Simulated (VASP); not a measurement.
Input of a VASP 6.6.1 run:

Contents of INCAR:

```
  PREC = Accurate
  ENCUT = 520
  EDIFF = 1E-8
  ISMEAR = 0
  SIGMA = 0.01
  LREAL = False
  LASPH = True
  NELM = 60
  ALGO = Normal
  ISIF = 2
  LWAVE = False
  LCHARG = False
  GGA = PS
  IVDW = 13
  LEPSILON = True
```

Contents of KPOINTS:

```
Automatic mesh
0
Gamma
  5 5 3
```

File POSCAR:

```
La2Cu2SeSO2
1.0
    4.0360140000      0.0000000000      0.0000000000
    0.0000000000      4.0360140000      0.0000000000
    0.0000000000      0.0000000000      8.7132720000
La Cu Se S O
2 2 1 1 2
Direct
    0.5000000000      0.5000000000      0.8588470000
    0.0000000000      0.0000000000      0.1458970000
    0.0000000000      0.5000000000      0.4916260000
    0.5000000000      0.0000000000      0.4916260000
    0.0000000000      0.0000000000      0.6681510000
    0.5000000000      0.5000000000      0.3386670000
    0.0000000000      0.5000000000      0.0025920000
    0.5000000000      0.0000000000      0.0025920000
```

Potentials or basis: VASP PAW PBE potentials, release 64 (La, Cu, Se, S, O).

Command:

```bash
$ cat potpaw_PBE.64/La/POTCAR potpaw_PBE.64/Cu/POTCAR potpaw_PBE.64/Se/POTCAR potpaw_PBE.64/S/POTCAR potpaw_PBE.64/O/POTCAR > POTCAR
$ mpirun -np 1 vasp_std > vasp.out
```

**Question.** What does it give for the electronic dielectric tensor (diagonal)?

**Answer.** 8.74, 8.74, 6.93.

**Question.** Predict the Born charges (mean of the diagonal).

**Answer.** La +4.73, +4.70; Cu +1.15; Se -2.24; S -2.33; O -3.58 e.

**Question.** What does it give for the dispersion energy per atom?

**Answer.** -0.205 eV.

Born effective charge tensors (e):
atom 1, La
```
4.73 0.00 0.00
0.00 4.73 0.00
0.00 0.00 4.73
```
atom 2, La
```
4.52 0.00 0.00
0.00 4.52 0.00
0.00 0.00 5.05
```
atom 3, Cu
```
1.58 0.00 0.00
0.00 1.49 0.00
0.00 0.00 0.39
```
atom 4, Cu
```
1.49 0.00 0.00
0.00 1.58 0.00
0.00 0.00 0.39
```
atom 5, Se
```
-2.52  0.00  0.00
 0.00 -2.52  0.00
 0.00  0.00 -1.69
```
atom 6, S
```
-2.58  0.00  0.00
 0.00 -2.58  0.00
 0.00  0.00 -1.85
```
atom 7, O
```
-3.61  0.00  0.00
 0.00 -3.61  0.00
 0.00  0.00 -3.52
```
atom 8, O
```
-3.61  0.00  0.00
 0.00 -3.61  0.00
 0.00  0.00 -3.52
```
